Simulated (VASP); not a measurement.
# Cu6H in VASP: a series of runs

Runs on Cu6H. Level: PBE. Tasks: single point.

Everything below comes from runs of VASP 6.6.1. Logs are shortened: lines on timing, memory, paths and dates and some standing lists are left out, and cuts for length are marked.

## (1) The cell of the first run

The cell holds a slab with vacuum, 14 atoms: a = 5.133 Å, b = 5.133 Å, c = 21.529 Å, α = 90.00°, β = 90.00°, γ = 90.00°.

## (2) Single point, PBE

INCAR

```
SYSTEM = Cu6H
PREC = Accurate ; ENCUT = 520
EDIFF = 1E-7 ; ISMEAR = 0
SIGMA = 0.1 ; LREAL = .FALSE.
LASPH = .TRUE. ; NELM = 60
ALGO = Fast ; ISIF = 2
LWAVE = .FALSE. ; LCHARG = .FALSE.
LDIPOL = .TRUE. ; IDIPOL = 3
DIPOL = 0.5 0.5 0.289 ; GGA = PE
NBANDS = 80
```

KPOINTS

```
Automatic mesh
0
G
  5 5 1
  0 0 0
```

POSCAR

```
Cu6H
1.0
    5.1332392722      0.0000000000      0.0000000000
    0.0000000000      5.1332392722      0.0000000000
    0.0000000000      0.0000000000     21.5289058579
Cu H
12 2
Direct
    0.2500000000      0.2500000000      0.1857967157
    0.2500000000      0.7500000000      0.1857967157
    0.7500000000      0.2500000000      0.1857967157
    0.7500000000      0.7500000000      0.1857967157
    0.0000000000      0.0000000000      0.2677566944
    0.0000000000      0.5000000000      0.2677566944
    0.5000000000      0.0000000000      0.2677566944
    0.5000000000      0.5000000000      0.2677566944
    0.2500000000      0.2500000000      0.3497114952
    0.2500000000      0.7500000000      0.3497114952
    0.7500000000      0.2500000000      0.3497114952
    0.7500000000      0.7500000000      0.3497114952
    0.1866871516      1.0000000000      0.4152048375
    0.3133128484      1.0000000000      0.4152048375
```

Potentials or basis: VASP PAW PBE potentials, release 64 (Cu, H).

On the command line:

```console
$ cat potpaw_PBE.64/Cu/POTCAR potpaw_PBE.64/H/POTCAR > POTCAR
$ mpirun -np 1 vasp_std > vasp.out
```

OUTCAR:

```text
SYSTEM = Cu6H
   PREC = Accurate
   ENCUT = 520
   EDIFF = 1E-7
   ISMEAR = 0
   LREAL = .FALSE.
   LASPH = .TRUE.
   NELM = 60
   ISIF = 2
   GGA = PE

 ion  position               nearest neighbor table
   1  0.250  0.250  0.186-   5 2.53   6 2.53   7 2.53   8 2.53   2 2.57   3 2.57   2 2.57   3 2.57

   2  0.250  0.750  0.186-   5 2.53   6 2.53   7 2.53   8 2.53   1 2.57   4 2.57   1 2.57   4 2.57

   3  0.750  0.250  0.186-   5 2.53   6 2.53   7 2.53   8 2.53   1 2.57   4 2.57   4 2.57   1 2.57
[... 15 lines left out ...]
  11  0.750  0.250  0.350-   5 2.53   6 2.53   7 2.53   8 2.53   9 2.57  12 2.57  12 2.57   9 2.57

  12  0.750  0.750  0.350-   5 2.53   6 2.53   7 2.53   8 2.53  10 2.57  11 2.57  11 2.57  10 2.57

  13  0.187  0.000  0.415-  14 0.65
  14  0.313  0.000  0.415-  13 0.65

  LATTYP: Found a simple tetragonal cell.
 ALAT       =     5.1332392722
 C/A-ratio  =     4.1940195491

  Lattice vectors:

 A1 = (   5.1332392722,   0.0000000000,   0.0000000000)
 A2 = (   0.0000000000,   5.1332392722,   0.0000000000)
 A3 = (   0.0000000000,   0.0000000000,  21.5289058579)

Analysis of symmetry for initial positions (statically):
=====================================================================
 Subroutine PRICEL returns:
 Original cell was already a primitive cell.

 Routine SETGRP: Setting up the symmetry group for a
 simple tetragonal supercell.

 Subroutine GETGRP returns: Found  4 space group operations
 (whereof  2 operations were pure point group operations)
 out of a pool of 16 trial point group operations.

The static configuration has the point symmetry C_1h.
 The point group associated with its full space group is C_2v.

Analysis of symmetry for dynamics (positions and initial velocities):
=====================================================================
 Subroutine PRICEL returns:
 Original cell was already a primitive cell.

 Routine SETGRP: Setting up the symmetry group for a
 simple tetragonal supercell.

 Subroutine GETGRP returns: Found  4 space group operations
 (whereof  2 operations were pure point group operations)
 out of a pool of 16 trial point group operations.

The dynamic configuration has the point symmetry C_1h.
 The point group associated with its full space group is C_2v.

 Subroutine INISYM returns: Found  4 space group operations
 (whereof  2 operations are pure point group operations),
 and found     1 'primitive' translations

----------------------------------------------------------------------------------------

[... 124 lines left out ...]
   LORBIT       =      0    0 simple, 1 ext, 2 COOP (PROOUT), +10 PAW based schemes
   GGA     = PE    functional components
   LHFCALC =     F    Hartree Fock is set to
   AEXX    =    0.0000 exact exchange contribution
   IVDW    =     0    specifies the selected vdW correction
   LEPSILON=     F    determine dielectric tensor
   LRPA    =     F    only Hartree local field effects (RPA)
 non-spin polarized calculation
 RMM-DIIS sequential band-by-band and
 Gauss-broadening in eV      SIGMA  =   0.10
  energy-cutoff  :      520.00
  volume of cell :      567.29
 maximum number of plane-waves:     15381
 NGX is ok and might be reduce to    40
   NGX = 19   NGY = 19   NGZ = 81

 number of electron     133.9999769 magnetization

 dipolmoment           0.000000      0.000000     -0.095828 electrons x Angstroem

 Free energy of the ion-electron system (eV)
  ---------------------------------------------------
  ext. energy  EPLUGINS =         0.00000000
  ---------------------------------------------------
  free energy    TOTEN  =       -45.93322844 eV

  energy without entropy =      -45.92247893  energy(sigma->0) =      -45.92785369

 E-fermi :  -1.0011     XC(G=0):  -4.1688

 val. band max:       -1.0906366426   @ k =   0.0000   0.2000   0.0000
 cond. band min:      -0.9106989452   @ k =   0.0000   0.0000   0.0000
 fundamental gap:      0.1799376974
 Fermi energy:        -1.0010792513

 k-point     1 :       0.0000    0.0000    0.0000
  band No.  band energies     occupation
      1     -11.3697      2.00000
      2      -9.3138      2.00000
      3      -6.7494      2.00000
      4      -5.9591      2.00000
      5      -5.9589      2.00000
      6      -5.7305      2.00000
[... 727 lines left out ...]
     78       4.5267      0.00000
     79       4.6732      0.00000
 [bands above 79 left out]

------------------------ aborting loop because EDIFF is reached ----------------------------------------

 vacuum level on the upper side and lower side of the slab       (xc-potential included)        -0.387         0.248

  FORCE on cell =-STRESS in cart. coord.  units (eV):
  Direction    XX          YY          ZZ          XY          YZ          ZX
  --------------------------------------------------------------------------------------
  -------------------------------------------------------------------------------------
  Total        2.0361674     -3.3043692      1.1985479      0.0000000      0.0000000      0.0000000
  in kB        5.7506785     -9.3324179      3.3850182      0.0000000      0.0000000      0.0000000
  external PRESSURE =      -0.0655737 kB  Pullay stress =       0.0000000 kB

 VOLUME and BASIS-vectors are now :
 -----------------------------------------------------------------------------
  energy-cutoff  :      520.00
  volume of cell :      567.29
      direct lattice vectors                 reciprocal lattice vectors
     5.133239272  0.000000000  0.000000000     0.194808764  0.000000000  0.000000000
     0.000000000  5.133239272  0.000000000     0.000000000  0.194808764  0.000000000
     0.000000000  0.000000000 21.528905858     0.000000000  0.000000000  0.046449179

 POSITION                                       TOTAL-FORCE (eV/Angst)
 -----------------------------------------------------------------------------------
      1.28331      1.28331      4.00000        -0.000000     -0.025066     -0.005902
      1.28331      3.84993      4.00000        -0.000000      0.025066     -0.005902
      3.84993      1.28331      4.00000         0.000000     -0.014140      0.021679
      3.84993      3.84993      4.00000         0.000000      0.014140      0.021679
      0.00000      0.00000      5.76451        -0.058742      0.000000     -0.146909
      0.00000      2.56662      5.76451         0.096813      0.000000      0.060162
      2.56662      0.00000      5.76451         0.058742      0.000000     -0.146909
      2.56662      2.56662      5.76451        -0.096813      0.000000      0.060162
      1.28331      1.28331      7.52891         0.000000      0.419212     -0.208033
      1.28331      3.84993      7.52891         0.000000     -0.419212     -0.208033
      3.84993      1.28331      7.52891         0.000000      0.137811     -0.122260
      3.84993      3.84993      7.52891         0.000000     -0.137811     -0.122260
      0.95831      0.00000      8.93891        -6.498361      0.000000      0.401264
      1.60831      0.00000      8.93891         6.498361      0.000000      0.401264
 -----------------------------------------------------------------------------------
    total drift:                               -0.000000      0.000000     -0.001663

  FREE ENERGIE OF THE ION-ELECTRON SYSTEM (eV)
  ---------------------------------------------------
  free  energy   TOTEN  =       -45.9332284356 eV

  energy  without entropy=      -45.9224789349  energy(sigma->0) =      -45.92785369

 vacuum level on the upper side and lower side of the slab         2.682         3.329
```

OSZICAR:

```text
N       E                     dE             d eps       ncg     rms          rms(c)
DAV:   1     0.117068700099E+04    0.11707E+04   -0.54992E+04  1440   0.182E+03
DAV:   2     0.657626621684E+02   -0.11049E+04   -0.10692E+04  1440   0.407E+02
DAV:   3    -0.499241397263E+02   -0.11569E+03   -0.10994E+03  1624   0.189E+02
[... 23 lines left out ...]
RMM:  27    -0.459332267833E+02   -0.51981E-05   -0.39893E-07  1099   0.235E-03    0.343E-04
RMM:  28    -0.459332275426E+02   -0.75934E-06   -0.61893E-08   985   0.160E-03    0.423E-04
RMM:  29    -0.459332282596E+02   -0.71701E-06   -0.67909E-08   997   0.154E-03    0.834E-05
RMM:  30    -0.459332283711E+02   -0.11147E-06   -0.12186E-08   949   0.674E-04    0.730E-05
RMM:  31    -0.459332284356E+02   -0.64494E-07   -0.59719E-09   929   0.556E-04
   1 F= -.45933228E+02 E0= -.45927854E+02  d E =-.107495E-01
```

It took 18 min on 1 thread of Oxide Virtual Turin-like, shared host; peak memory 0.68 GiB.

What came out:

```
Free energy            : -45.9332 eV
Largest force          : 6.511 eV/Å
Band gap on the k mesh : zero (bands 67 and 68 overlap by 0.90 eV)
```

Forces on the atoms (eV/Å):
```
Cu   0.000 -0.025 -0.006
Cu   0.000  0.025 -0.006
Cu   0.000 -0.014  0.022
Cu   0.000  0.014  0.022
Cu  -0.059  0.000 -0.147
Cu   0.097  0.000  0.060
Cu   0.059  0.000 -0.147
Cu  -0.097  0.000  0.060
Cu   0.000  0.419 -0.208
Cu   0.000 -0.419 -0.208
Cu   0.000  0.138 -0.122
Cu   0.000 -0.138 -0.122
H   -6.498  0.000  0.401
H    6.498  0.000  0.401
```

## (3) Single point, PBE

INCAR

```
PREC = Accurate ; ENCUT = 520
EDIFF = 1E-7 ; ISMEAR = 0
SIGMA = 0.1 ; LREAL = F
LASPH = T ; NELM = 60
ALGO = Fast ; ISIF = 2
LWAVE = F ; LCHARG = F
LDIPOL = T ; IDIPOL = 3
DIPOL = 0.5 0.5 0.299 ; GGA = PE
NBANDS = 80
```

KPOINTS

```
regular mesh
0
Gamma
  5 5 1
```

Edit POSCAR of step 2 so:

```diff
@@ -20,3 +20,3 @@
     0.7500000000      0.7500000000      0.3497114952
-    0.1866871516      1.0000000000      0.4152048375
-    0.3133128484      1.0000000000      0.4152048375
+    0.1604853728      1.0000000000      0.4890590320
+    0.3395146272      1.0000000000      0.4890590320
```

Potentials or basis: VASP PAW PBE potentials, release 64 (Cu, H).

On the command line:

```console
$ cat potpaw_PBE.64/Cu/POTCAR potpaw_PBE.64/H/POTCAR > POTCAR
$ mpirun -np 1 vasp_std > vasp.out
```

Run time: 16 min. Hardware: 1 thread of Oxide Virtual Turin-like, shared host; peak memory 0.7 GiB.

It converged, with:

| Quantity | Value |
| --- | --- |
| Free energy | -46.3955 eV |
| Largest force | 3.483 eV/Å |
| Band gap on the k mesh | zero (bands 67 and 68 overlap by 1.14 eV) |

Forces in eV/Å, atoms in the order of the input:
```
Cu   0.000  0.000 -0.041
Cu   0.000  0.000 -0.041
Cu   0.000  0.000 -0.036
Cu   0.000  0.000 -0.036
Cu   0.005  0.000  0.002
Cu   0.004  0.000  0.005
Cu  -0.005  0.000  0.002
Cu  -0.004  0.000  0.005
Cu   0.000  0.006  0.027
Cu   0.000 -0.006  0.027
Cu   0.000  0.004  0.016
Cu   0.000 -0.004  0.016
H    3.483  0.000  0.028
H   -3.483  0.000  0.028
```

Levels at points of the mesh, in eV from the Fermi level:
```
           k point  band 64  band 65  band 66  band 67  band 68  band 69  band 70  band 71
(0.00, 0.00, 0.00)    -0.84    -0.21    -0.21    -0.10    -0.09    -0.04    -0.03     1.34
```

## (4) Single point, PBE

INCAR

```
SYSTEM = Cu6H
PREC     = Accurate       ! precision mode
ENCUT    = 520            ! plane-wave cutoff, eV
EDIFF    = 1E-7           ! SCF threshold, eV
ISMEAR   = 0              ! smearing method
SIGMA    = 0.1            ! smearing width, eV
LREAL    = .FALSE.        ! projectors in reciprocal space
LASPH    = .TRUE.         ! aspherical terms in the spheres
NELM     = 100            ! most SCF steps
ALGO     = Fast           ! electronic algorithm
ISIF     = 2              ! what is computed and relaxed
LWAVE    = .FALSE.        ! write WAVECAR
LCHARG   = .FALSE.        ! write CHGCAR
LDIPOL   = .TRUE.       
IDIPOL   = 3            
DIPOL    = 0.5 0.5 0.282
GGA      = PE             ! functional
NBANDS   = 80             ! bands
```

KPOINTS

```
Automatic mesh
0
G
  5 5 1
  0 0 0
```

Edit POSCAR of step 3 so:

```diff
@@ -20,3 +20,3 @@
     0.7500000000      0.7500000000      0.3497114952
-    0.1604853728      1.0000000000      0.4890590320
-    0.3395146272      1.0000000000      0.4890590320
+    0.1349654246      1.0000000000      0.3706136257
+    0.3650345754      1.0000000000      0.3706136257
```

On the command line:

```console
$ cat potpaw_PBE.64/Cu/POTCAR potpaw_PBE.64/H/POTCAR > POTCAR
$ mpirun -np 1 vasp_std > vasp.out
```

Run time: 18 min. Hardware: 1 thread of Oxide Virtual Turin-like, shared host; peak memory 0.67 GiB.

Results (log left out):

```yaml
Free_energy: -45.3823 eV
Largest_force: 3.110 eV/Å
Band_gap_on_the_k_mesh: zero (bands 67 and 68 overlap by 0.42 eV)
```

Forces on the atoms (eV/Å):
```
Cu   0.000 -0.026  0.011
Cu   0.000  0.026  0.011
Cu   0.000  0.003 -0.035
Cu   0.000 -0.003 -0.035
Cu  -0.279  0.000 -0.572
Cu   0.106  0.000 -0.058
Cu   0.279  0.000 -0.572
Cu  -0.106  0.000 -0.058
Cu   0.000  3.013 -0.771
Cu   0.000 -3.013 -0.771
Cu   0.000  0.191  0.039
Cu   0.000 -0.191  0.039
H   -2.374  0.000  1.385
H    2.374  0.000  1.385
```

Levels at points of the mesh, in eV from the Fermi level:
| k point | band 63 | band 64 | band 65 | band 66 | band 67 | band 68 | band 69 | band 70 | band 71 | band 72 |
| --- | --- | --- | --- | --- | --- | --- | --- | --- | --- | --- |
| (0.00, 0.00, 0.00) | -1.19 | -1.14 | -0.92 | -0.43 | -0.41 | -0.09 | -0.08 | 0.85 | 1.59 | 2.41 |

## (5) Single point, PBE

INCAR

```
SYSTEM = Cu6H
ALGO     = Fast           ! electronic algorithm
DIPOL    = 0.5 0.5 0.293
EDIFF    = 1E-7           ! SCF threshold, eV
ENCUT    = 520            ! plane-wave cutoff, eV
GGA      = PE             ! functional
IDIPOL   = 3            
ISIF     = 2              ! what is computed and relaxed
ISMEAR   = 0              ! smearing method
LASPH    = .TRUE.         ! aspherical terms in the spheres
LCHARG   = .FALSE.        ! write CHGCAR
LDIPOL   = .TRUE.       
LREAL    = .FALSE.        ! projectors in reciprocal space
LWAVE    = .FALSE.        ! write WAVECAR
NBANDS   = 80             ! bands
NELM     = 100            ! most SCF steps
PREC     = Accurate       ! precision mode
SIGMA    = 0.1            ! smearing width, eV
```

KPOINTS

```
k-points
0
G
  5 5 1
  0 0 0
```

Edit POSCAR of step 4 so:

```diff
@@ -20,3 +20,3 @@
     0.7500000000      0.7500000000      0.3497114952
-    0.1349654246      1.0000000000      0.3706136257
-    0.3650345754      1.0000000000      0.3706136257
+    0.1043804486      1.0000000000      0.4449323120
+    0.3956195514      1.0000000000      0.4449323120
```

On the command line:

```console
$ cat potpaw_PBE.64/Cu/POTCAR potpaw_PBE.64/H/POTCAR > POTCAR
$ mpirun -np 1 vasp_std > vasp.out
```

It took 20 min on 1 thread of Oxide Virtual Turin-like, shared host; peak memory 0.7 GiB.

It converged, with:

```yaml
Free_energy: -44.4208 eV
Largest_force: 2.463 eV/Å
Band_gap_on_the_k_mesh: zero (bands 67 and 68 overlap by 0.99 eV)
```

Forces on the atoms (eV/Å):
```
Cu   0.000 -0.027 -0.026
Cu   0.000  0.027 -0.026
Cu   0.000 -0.024  0.002
Cu   0.000  0.024  0.002
Cu   0.001  0.000 -0.099
Cu   0.053  0.000  0.080
Cu  -0.001  0.000 -0.099
Cu  -0.053  0.000  0.080
Cu   0.000 -0.191  0.541
Cu   0.000  0.191  0.541
Cu   0.000 -0.006  0.145
Cu   0.000  0.006  0.145
H    2.378  0.000 -0.642
H   -2.378  0.000 -0.642
```

Levels at points of the mesh, in eV from the Fermi level:
```
           k point  band 64  band 65  band 66  band 67  band 68  band 69  band 70  band 71
(0.00, 0.00, 0.00)    -0.49    -0.49    -0.26    -0.26    -0.11    -0.11     0.08     1.91
```

## (6) The runs side by side

```csv
cell,gap on the mesh (eV),largest force (eV/Å)
"as given, atomic positions A",none,6.51
"as given, atomic positions B",none,3.48
"as given, atomic positions C",none,3.11
"as given, atomic positions D",none,2.46
```

Alike in all rows: task single point; level PBE; potentials or basis VASP PAW PBE potentials, release 64 (Cu, H); no spin polarisation; k mesh 5 × 5 × 1; cutoff (eV) 520; smearing gaussian 0.1 eV.

Total energies depend on the potentials used, so only differences within one code and one set of settings carry meaning.

The gap in the log of VASP goes by the Fermi energy; the results here count the filled bands.